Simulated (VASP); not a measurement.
# Si12O23 (a cell with a defect) in VASP: a series of runs

Runs on Si12O23 (a cell with a defect). Level: PBE. Tasks: single point.

All numbers are computed with VASP 6.6.1; they aren't measurements. Logs are shortened: lines on timing, memory, paths and dates and some standing lists are left out, and cuts for length are marked.

### 1 The cell of the first run

The cell holds a defect, 35 atoms: a = 7.278 Å, b = 7.278 Å, c = 9.783 Å, α = 70.36°, β = 70.36°, γ = 71.19°.

### 2 Single point, PBE, collinear spin

INCAR

```
SYSTEM = Si12O23
ALGO = Normal
EDIFF = 1E-7
ENCUT = 520
GGA = PE
ISIF = 2
ISMEAR = 0
ISPIN = 2
LASPH = .True.
LCHARG = .False.
LORBIT = 11
LREAL = Auto
LWAVE = .False.
MAGMOM = 0 0 0 0 0 0 0 0 0 0 0 0 0 0 0 0 0 0 0 0 0 0 0 0 0 0 0 0 0.06 0 0 0 0 0 0
NBANDS = 120
NELECT = 185.0
NELM = 150
PREC = Accurate
SIGMA = 0.02
```

KPOINTS

```
k-points
0
Gamma
  2 2 1
  0 0 0
```

POSCAR

```
Si12O23
1.0
   -2.4457500000      4.2361630000      5.3885000000
    4.8915000000      0.0000000000      5.3885000000
    4.8915000000      8.4723270000      0.0000000000
Si O
12 23
Direct
    0.0926662963      0.5819177253      0.9479897866
    0.4228949481      0.9094415092      0.0276058830
    0.0085660096     -0.0265958880      0.2715118275
    0.0946748955      0.5592970818      0.4568791680
    0.3971172655      0.9399574307      0.5309982173
   -0.0006152872      0.0097219031      0.7664852238
    0.6004740097      0.0689859513      0.2012483958
    0.9110061850      0.4311381965      0.2748553386
    0.4995991974      0.4958494432      0.5198718564
    0.6011935539      0.0671748232      0.6983472323
    0.9003209407      0.4340255379      0.7851579316
    0.5040048524      0.5024449945      0.0135312639
    0.3107634345      0.4692935387      0.9883298222
    0.9140991788      0.5425141644      0.0993635964
    0.9793914750      0.1903910247      0.2938413580
    0.5734386743      0.9828213239      0.0749439092
    0.5847381991      0.3130314956      0.1396458938
    0.3191796435      0.4560396197      0.4788254754
    0.9220339389      0.4963639455      0.6072350540
    0.9137975697      0.1946027272      0.8470921325
    0.1755606132      0.0531735429      0.6132867188
    0.5731797237      0.9898632381      0.5715218808
    0.5683116520      0.3087415168      0.6553304903
    0.8206862836      0.9564171775      0.2266778809
    0.4228723917      0.0257179396      0.3506329041
    0.4250253578      0.6982100509      0.5781108667
    0.6847582432      0.5071972175      0.3697582100
    0.0745547480      0.4913595139      0.3213932766
    0.0535541491      0.8027915872      0.4195639398
    0.8199298470      0.9602184318      0.7307218571
    0.4265565864      0.0044939843      0.8537866599
    0.2016761439      0.9223240417      0.1319213696
    0.6750204616      0.5565044526      0.8618993691
    0.0715312392      0.4906432064      0.8252321955
    0.0909082575      0.8165858503      0.8868455860
```

Potentials or basis: VASP PAW PBE potentials, release 64 (Si, O).

Run with:

```sh
cat potpaw_PBE.64/Si/POTCAR potpaw_PBE.64/O/POTCAR > POTCAR
mpirun -np 1 vasp_std > vasp.out
```

OUTCAR:

```text
SYSTEM = Si12O23
   EDIFF = 1E-7
   ENCUT = 520
   GGA = PE
   ISIF = 2
   ISMEAR = 0
   ISPIN = 2
   LASPH = .True.
   LORBIT = 11
   LREAL = Auto
   NELECT = 185.0
   NELM = 150
   PREC = Accurate

 ion  position               nearest neighbor table
   1  0.093  0.582  0.948-  35 1.61  14 1.62  34 1.62  13 1.65   8 2.99   6 3.01  11 3.05  12 3.10

   2  0.423  0.909  0.028-  32 1.58  31 1.60  16 1.61  12 2.87  10 3.01   7 3.11
   3  0.009  0.973  0.272-  15 1.60  29 1.61  24 1.62  32 1.64   4 2.94   7 3.08
   4  0.095  0.559  0.457-  18 1.62  19 1.62  28 1.62  29 1.63   3 2.94  11 2.99   8 3.06   9 3.07

   5  0.397  0.940  0.531-  26 1.62  21 1.63  25 1.63  22 1.63   7 3.02  10 3.05   6 3.05   9 3.11

   6  0.999  0.010  0.766-  35 1.62  21 1.63  30 1.63  20 1.63  11 2.99   1 3.01   5 3.05  10 3.06

   7  0.600  0.069  0.201-  24 1.61  25 1.61  16 1.65  17 1.65   5 3.02  12 3.06   3 3.08   2 3.11

   8  0.911  0.431  0.275-  27 1.62  15 1.62  28 1.63  14 1.63   1 2.99   4 3.06
   9  0.500  0.496  0.520-  26 1.62  27 1.62  18 1.63  23 1.63  10 3.01   4 3.07   5 3.11
  10  0.601  0.067  0.698-  22 1.62  30 1.62  23 1.62  31 1.66   2 3.01   9 3.01   5 3.05   6 3.06

  11  0.900  0.434  0.785-  19 1.61  20 1.62  34 1.63  33 1.65   6 2.99   4 2.99  12 3.01   1 3.05

  12  0.504  0.502  0.014-  33 1.61  13 1.61  17 1.61   2 2.87  11 3.01   7 3.06   1 3.10
  13  0.311  0.469  0.988-  12 1.61   1 1.65
  14  0.914  0.543  0.099-   1 1.62   8 1.63
  15  0.979  0.190  0.294-   3 1.60   8 1.62
  16  0.573  0.983  0.075-   2 1.61   7 1.65
  17  0.585  0.313  0.140-  12 1.61   7 1.65
  18  0.319  0.456  0.479-   4 1.62   9 1.63
[... 15 lines left out ...]
  34  0.072  0.491  0.825-   1 1.62  11 1.63
  35  0.091  0.817  0.887-   1 1.61   6 1.62

  LATTYP: Found a base centered monoclinic cell.
 ALAT       =    11.8351383188
 B/A-ratio  =     0.7158620513
 C/A-ratio  =     0.8266063436
 COS(beta)  =    -0.4133031352

  Lattice vectors:

 A1 = (   2.4457500000,  -4.2361630000,  -5.3885000000)
 A2 = (  -4.8915000000,   0.0000000000,  -5.3885000000)
 A3 = (   4.8915000000,   8.4723270000,   0.0000000000)

Analysis of symmetry for initial positions (statically):
=====================================================================
 Subroutine PRICEL returns:
 Original cell was already a primitive cell.

 Routine SETGRP: Setting up the symmetry group for a
 base centered monoclinic supercell.

 Subroutine GETGRP returns: Found  1 space group operations
 (whereof  1 operations were pure point group operations)
 out of a pool of  4 trial point group operations.

The static configuration has the point symmetry C_1 .

Analysis of symmetry for dynamics (positions and initial velocities):
=====================================================================
 Subroutine PRICEL returns:
 Original cell was already a primitive cell.

 Routine SETGRP: Setting up the symmetry group for a
 base centered monoclinic supercell.

 Subroutine GETGRP returns: Found  1 space group operations
 (whereof  1 operations were pure point group operations)
 out of a pool of  4 trial point group operations.

The dynamic configuration has the point symmetry C_1 .

Analysis of structural, dynamic, and magnetic symmetry:
=====================================================================
 Subroutine PRICEL returns:
 Original cell was already a primitive cell.

 Routine SETGRP: Setting up the symmetry group for a
 base centered monoclinic supercell.

 Subroutine GETGRP returns: Found  1 space group operations
 (whereof  1 operations were pure point group operations)
 out of a pool of  4 trial point group operations.

The overall configuration has the point symmetry C_1 .

 Subroutine INISYM returns: Found  1 space group operations
 (whereof  1 operations are pure point group operations),
 and found     1 'primitive' translations

----------------------------------------------------------------------------------------

                                     Primitive cell

  volume of cell :     446.6246

  direct lattice vectors                    reciprocal lattice vectors
    -2.445750000  4.236163000  5.388500000    -0.102218137  0.059015665  0.092790204
     4.891500000  0.000000000  5.388500000     0.102218137 -0.059015665  0.092790199
[... 137 lines left out ...]
   NGX,Y,Z   is equivalent  to a cutoff of  12.34, 12.34, 13.59 a.u.
   NGXF,Y,Z  is equivalent  to a cutoff of  24.67, 24.67, 27.19 a.u.
 SYSTEM =  Si12O23
   PREC   = accura    normal or accurate (medium, high low for compatibility)
   ISTART =      0    job   : 0-new  1-cont  2-samecut
   ICHARG =      2    charge: 1-file 2-atom 10-const
   ISPIN  =      2    spin polarized calculation?
   LNONCOLLINEAR =      F non collinear calculations
   LSORBIT =      F    spin-orbit coupling
   LASPH  =      T    aspherical Exc in radial PAW
   ENCUT  =  520.0 eV  38.22 Ry    6.18 a.u.  13.53 13.53 18.19*2*pi/ulx,y,z
[... 22 lines left out ...]
  volume/ion in A,a.u.               =      12.76        86.11
  Fermi-wavevector in a.u.,A,eV,Ry     =   1.220350  2.306128 20.262544  1.489255
  Thomas-Fermi vector in A             =   2.355571
   LORBIT       =     11    0 simple, 1 ext, 2 COOP (PROOUT), +10 PAW based schemes
   GGA     = PE    functional components
   LHFCALC =     F    Hartree Fock is set to
   AEXX    =    0.0000 exact exchange contribution
   IVDW    =     0    specifies the selected vdW correction
   LEPSILON=     F    determine dielectric tensor
   LRPA    =     F    only Hartree local field effects (RPA)
 spin polarized calculation
 Gauss-broadening in eV      SIGMA  =   0.02
  energy-cutoff  :      520.00
  volume of cell :      446.62
 maximum number of plane-waves:     12027
   NGX = 27   NGY = 27   NGZ = 37

 number of electron     184.9999998 magnetization      -0.0000096

 number of electron     184.9999998 magnetization       0.0000004

 Free energy of the ion-electron system (eV)
  ---------------------------------------------------
  ext. energy  EPLUGINS =         0.00000000
  ---------------------------------------------------
  free energy    TOTEN  =      -275.70438390 eV

  energy without entropy =     -275.70438390  energy(sigma->0) =     -275.70438390

 E-fermi :   2.1084     XC(G=0):  -9.1822

 val. band max:        2.0123515844   @ k =   0.5000   0.0000  -0.0000
 cond. band min:       2.2046091345   @ k =   0.0000   0.5000   0.0000
 fundamental gap:      0.1922575501
 Fermi energy:         2.1084150231

 spin component 1

 k-point     1 :       0.0000    0.0000    0.0000
  band No.  band energies     occupation
      1     -18.2676      1.00000
      2     -17.8739      1.00000
      3     -17.6868      1.00000
      4     -17.6067      1.00000
      5     -17.3901      1.00000
      6     -17.3165      1.00000
[... 417 lines left out ...]
    103      10.2853      0.00000
    104      10.3581      0.00000
 Fermi energy:         2.1084150231

 spin component 2

 k-point     1 :       0.0000    0.0000    0.0000
  band No.  band energies     occupation
      1     -18.2676      1.00000
      2     -17.8739      1.00000
      3     -17.6868      1.00000
      4     -17.6067      1.00000
      5     -17.3901      1.00000
      6     -17.3165      1.00000
[... 417 lines left out ...]
    103      10.2853      0.00000
    104      10.3581      0.00000
 [bands above 104 left out]

------------------------ aborting loop because EDIFF is reached ----------------------------------------

  FORCE on cell =-STRESS in cart. coord.  units (eV):
  Direction    XX          YY          ZZ          XY          YZ          ZX
  --------------------------------------------------------------------------------------
  -------------------------------------------------------------------------------------
  Total       -3.8210516      2.1547259      1.8266306     -0.1356202     -4.0085575     -3.9786655
  in kB      -13.7072661      7.7296528      6.5526756     -0.4865108    -14.3799067    -14.2726747
  external PRESSURE =       0.1916874 kB  Pullay stress =       0.0000000 kB

 VOLUME and BASIS-vectors are now :
 -----------------------------------------------------------------------------
  energy-cutoff  :      520.00
  volume of cell :      446.62
      direct lattice vectors                 reciprocal lattice vectors
    -2.445750000  4.236163000  5.388500000    -0.102218137  0.059015665  0.092790204
     4.891500000  0.000000000  5.388500000     0.102218137 -0.059015665  0.092790199
     4.891500000  8.472327000  0.000000000     0.051109062  0.088523498 -0.046395097

 POSITION                                       TOTAL-FORCE (eV/Angst)
 -----------------------------------------------------------------------------------
      7.25690      8.42423      3.63500        -0.032855      0.039432     -0.006936
      3.54927      2.02534      7.17930        -0.029589      0.041511     -0.164437
      6.06856      2.33662      5.29135         0.075631      0.014785      0.007735
      4.73908      4.27189      3.52393        -0.019191     -0.037336      0.028017
      6.22393      6.18104      7.20483        -0.009171     -0.044488      0.010885
      1.35257     10.72747      5.43757        -0.026365      0.026398      0.002973
[... 27 lines left out ...]
      6.26166      7.29466      3.02928        -0.032625      0.021832     -0.011690
      8.11000      7.89875      4.89003        -0.002723     -0.022444     -0.006105
 -----------------------------------------------------------------------------------
    total drift:                                0.009970     -0.002441      0.009593

  FREE ENERGIE OF THE ION-ELECTRON SYSTEM (eV)
  ---------------------------------------------------
  free  energy   TOTEN  =      -275.7043838967 eV

  energy  without entropy=     -275.7043838967  energy(sigma->0) =     -275.70438390

 total charge

# of ion       s       p       d       tot
------------------------------------------
    1        0.645   0.989   0.000   1.634
    2        0.665   0.952   0.000   1.616
    3        0.639   0.988   0.000   1.627
    4        0.646   0.991   0.000   1.637
    5        0.638   0.975   0.000   1.613
    6        0.643   0.983   0.000   1.627
[... 27 lines left out ...]
   34        1.550   3.678   0.000   5.228
   35        1.554   3.695   0.000   5.249
--------------------------------------------------
tot         43.437  96.275   0.000 139.712

 magnetization (x)

# of ion       s       p       d       tot
------------------------------------------
    1        0.000   0.000   0.000   0.000
    2        0.000   0.000   0.000   0.000
    3       -0.000  -0.000   0.000  -0.000
    4       -0.000  -0.000   0.000  -0.000
    5        0.000   0.000   0.000   0.000
    6       -0.000  -0.000   0.000  -0.000
[... 27 lines left out ...]
   34       -0.000  -0.000   0.000  -0.000
   35       -0.000   0.000   0.000   0.000
--------------------------------------------------
tot         -0.000  -0.000   0.000  -0.000
```

Wall time 25 min (1 thread of Oxide Virtual Turin-like, shared host); peak memory 0.79 GiB.

What came out:

- Free energy: -275.7044 eV
- Largest force: 0.208 eV/Å
- Net moment: 0.00 μB per cell
- Valence electrons inside the program's atomic spheres: Si 1.63, 1.62, 1.64, 1.61, 1.60 (each value once); O 5.21, 5.23, 5.25, 5.24, 5.20 (each value once)

Forces on the atoms (eV/Å):
```
Si  -0.033  0.039 -0.007
Si  -0.030  0.042 -0.164
Si   0.076  0.015  0.008
Si  -0.019 -0.037  0.028
Si  -0.009 -0.044  0.011
Si  -0.026  0.026  0.003
Si  -0.036 -0.010 -0.011
Si   0.016  0.008 -0.012
Si   0.015  0.002  0.009
Si  -0.056 -0.014 -0.026
Si  -0.015 -0.011  0.024
Si   0.045  0.018  0.033
O    0.024 -0.015  0.015
O   -0.030 -0.012 -0.004
O    0.145  0.016 -0.059
O   -0.040  0.039 -0.010
O   -0.048 -0.011 -0.021
O    0.002  0.007  0.034
O   -0.018  0.031 -0.003
O   -0.028  0.013 -0.001
O    0.005  0.036  0.008
O   -0.026 -0.033  0.034
O    0.014  0.006 -0.054
O    0.092  0.025 -0.067
O    0.028 -0.035 -0.057
O    0.005  0.015  0.007
O    0.083  0.026 -0.003
O    0.026 -0.034  0.039
O   -0.003  0.033  0.024
O   -0.024 -0.012  0.033
O   -0.131 -0.030  0.002
O    0.099 -0.101  0.152
O   -0.068  0.004  0.055
O   -0.033  0.022 -0.012
O   -0.003 -0.022 -0.006
```

Levels at points of the mesh, in eV from the Fermi level:
Spin up:
```tsv
k point	band 89	band 90	band 91	band 92	band 93	band 94	band 95	band 96
(0.00, 0.00, 0.00)	-1.23	-1.17	-1.09	-1.06	-0.12	4.87	5.17	6.31
(0.50, 0.00, 0.00)	-1.18	-1.11	-1.06	-0.92	-0.10	4.90	5.97	6.35
(0.00, 0.50, 0.00)	-1.18	-1.12	-1.00	-0.93	0.10	4.42	6.33	6.42
(0.50, 0.50, 0.00)	-1.12	-1.05	-1.00	-0.98	0.12	4.53	6.37	6.71
```
Spin down:
```csv
k point,band 89,band 90,band 91,band 92,band 93,band 94,band 95,band 96
"(0.00, 0.00, 0.00)",-1.23,-1.17,-1.09,-1.06,-0.12,4.87,5.17,6.31
"(0.50, 0.00, 0.00)",-1.18,-1.11,-1.06,-0.92,-0.10,4.90,5.97,6.35
"(0.00, 0.50, 0.00)",-1.18,-1.12,-1.00,-0.93,0.10,4.42,6.33,6.42
"(0.50, 0.50, 0.00)",-1.12,-1.05,-1.00,-0.98,0.12,4.53,6.37,6.71
```

Caveat: the k points lie up to 0.71 Å⁻¹ apart; the cell carries a net charge on a neutralising background, which shifts energy and pressure; the cell is charged against a uniform background, so pressure and absolute levels hang on convention.

### 3 Single point, PBE, collinear spin

INCAR

```
SYSTEM = Si12O23
PREC = Accurate
ENCUT = 520
EDIFF = 1E-6
ISMEAR = 0
SIGMA = 0.02
LREAL = Auto
LASPH = .TRUE.
NELM = 150
ALGO = Normal
ISIF = 2
LWAVE = .FALSE.
LCHARG = .TRUE.
ISPIN = 2
MAGMOM = 0 0 0 0 0 0 0 0 0 0 0 0 0 0 0 0 0 0 0 0 0 0 0 0 0 0 0 0 0 0 0 1 0 0 0
LORBIT = 11
GGA = PE
LELF = .TRUE.
LVHAR = .TRUE.
NBANDS = 120
NELECT = 185.0
```

KPOINTS

```
regular mesh
0
G
  2 2 1
  0 0 0
```

POSCAR

```
Si12O23
1.0
   -2.4457500000      4.2361630000      5.3885000000
    4.8915000000      0.0000000000      5.3885000000
    4.8915000000      8.4723270000      0.0000000000
Si O
12 23
Direct
    0.0970673931      0.5748316007      0.9461461126
    0.3935498524      0.9188583354      0.0421080809
    0.0121629681     -0.0174157983      0.2615041357
    0.1093895730      0.5535706768      0.4489541851
    0.3945997300      0.9327671822      0.5411419463
   -0.0049891767      0.0037879370      0.7716087756
    0.6042240778      0.0663792149      0.2028965995
    0.9079577924      0.4347357063      0.2744519664
    0.5025698872      0.4909431794      0.5225334988
    0.5866879982      0.0670373654      0.7169942635
    0.8928800874      0.4442425115      0.7787455968
    0.4958917140      0.4931122271      0.0132169499
    0.3135274695      0.4453040577      0.9807863307
    0.9173532060      0.5367046786      0.0986234481
    0.9638671173      0.1893532791      0.3022913943
    0.5499430160      0.9744016681      0.0947340179
    0.5940522961      0.3031453336      0.1328897405
    0.3262210943      0.4413551066      0.4824556754
    0.9244095407      0.5249360889      0.5975582203
    0.9194720578      0.2016032905      0.8359346538
    0.1641880911      0.0404652554      0.6124168625
    0.5593509166      0.9762536725      0.5974011728
    0.5774561921      0.3051599605      0.6553222705
    0.8372598107      0.9496903836      0.2122777371
    0.4416643646      0.0271812181      0.3610314000
    0.4203365016      0.6923072571      0.5816484766
    0.6856957531      0.5153506670      0.3713326607
    0.0804424226      0.4790528339      0.3209487933
    0.1045732801      0.7968521263      0.3825630692
    0.8033006427      0.9522704292      0.7531575993
    0.3993369888      0.0310023196      0.8695204281
    0.4047271992      0.6832090064      0.0914665593
    0.6666401243      0.5515644460      0.8601320065
    0.0635394259      0.4992420005      0.8205979200
    0.0937341920      0.8129785825      0.8919788519
```

Potentials or basis: VASP PAW PBE potentials, release 64 (Si, O).

Run with:

```sh
cat potpaw_PBE.64/Si/POTCAR potpaw_PBE.64/O/POTCAR > POTCAR
mpirun -np 1 vasp_std > vasp.out
```

Run time: 13 min. Hardware: 1 thread of Oxide Virtual Turin-like, shared host; peak memory 0.78 GiB.

Results (log left out):

- Free energy: -276.1246 eV
- Largest force: 0.061 eV/Å
- Net moment: 1.00 μB per cell
- Site moments: Si +0.00, +0.10, +0.08, -0.00, +0.01 (each value once); O +0.00, +0.05, +0.01, +0.03, +0.06 (each value once) μB
- Valence electrons inside the program's atomic spheres: Si 1.63, 1.61, 1.62 (each value once); O 5.22, 5.23, 5.24, 5.20, 5.25, 5.21 (each value once)

Forces on the atoms (eV/Å):
```
Si  -0.013  0.000 -0.002
Si   0.052  0.019 -0.027
Si  -0.020  0.011  0.034
Si  -0.017 -0.013  0.012
Si  -0.005 -0.024  0.007
Si   0.009  0.009 -0.003
Si  -0.032  0.000 -0.003
Si  -0.006  0.002 -0.020
Si   0.009  0.010  0.011
Si  -0.009  0.007 -0.012
Si   0.014 -0.017  0.002
Si   0.024  0.029  0.006
O    0.009 -0.003 -0.005
O   -0.014 -0.008  0.008
O    0.033 -0.024  0.032
O    0.019  0.008  0.007
O   -0.003 -0.007  0.004
O    0.005  0.007  0.005
O   -0.006  0.005  0.002
O    0.000 -0.007  0.002
O    0.003  0.010 -0.002
O    0.010 -0.009 -0.005
O   -0.005 -0.003 -0.002
O    0.009 -0.022 -0.010
O   -0.004  0.018 -0.005
O    0.000 -0.011  0.008
O    0.000  0.017 -0.013
O    0.007 -0.002 -0.004
O   -0.027  0.024 -0.022
O    0.004  0.011  0.007
O   -0.014 -0.028  0.022
O   -0.022 -0.010 -0.027
O   -0.008  0.007  0.002
O    0.007 -0.005 -0.006
O   -0.007  0.000 -0.002
```

Levels at points of the mesh, in eV from the Fermi level:
Spin up:
| k point | band 91 | band 92 | band 93 | band 94 | band 95 | band 96 |
| --- | --- | --- | --- | --- | --- | --- |
| (0.00, 0.00, 0.00) | -0.76 | -0.70 | -0.21 | 5.14 | 5.51 | 6.78 |
| (0.50, 0.00, 0.00) | -0.70 | -0.55 | -0.14 | 4.78 | 6.73 | 6.75 |
| (0.00, 0.50, 0.00) | -0.62 | -0.59 | -0.17 | 5.16 | 6.24 | 6.67 |
| (0.50, 0.50, 0.00) | -0.61 | -0.59 | -0.09 | 4.93 | 6.49 | 6.72 |
Spin down:
| k point | band 89 | band 90 | band 91 | band 92 | band 93 | band 94 | band 95 | band 96 |
| --- | --- | --- | --- | --- | --- | --- | --- | --- |
| (0.00, 0.00, 0.00) | -0.86 | -0.80 | -0.74 | -0.69 | 1.10 | 5.57 | 5.97 | 7.20 |
| (0.50, 0.00, 0.00) | -0.81 | -0.77 | -0.69 | -0.55 | 1.23 | 5.44 | 6.84 | 7.05 |
| (0.00, 0.50, 0.00) | -0.78 | -0.73 | -0.61 | -0.58 | 1.17 | 5.98 | 6.38 | 6.77 |
| (0.50, 0.50, 0.00) | -0.77 | -0.75 | -0.60 | -0.58 | 1.25 | 5.67 | 6.82 | 7.06 |

Caveat: the k points lie up to 0.71 Å⁻¹ apart; the cell carries a net charge on a neutralising background, which shifts energy and pressure; the cell is charged against a uniform background, so pressure and absolute levels hang on convention.
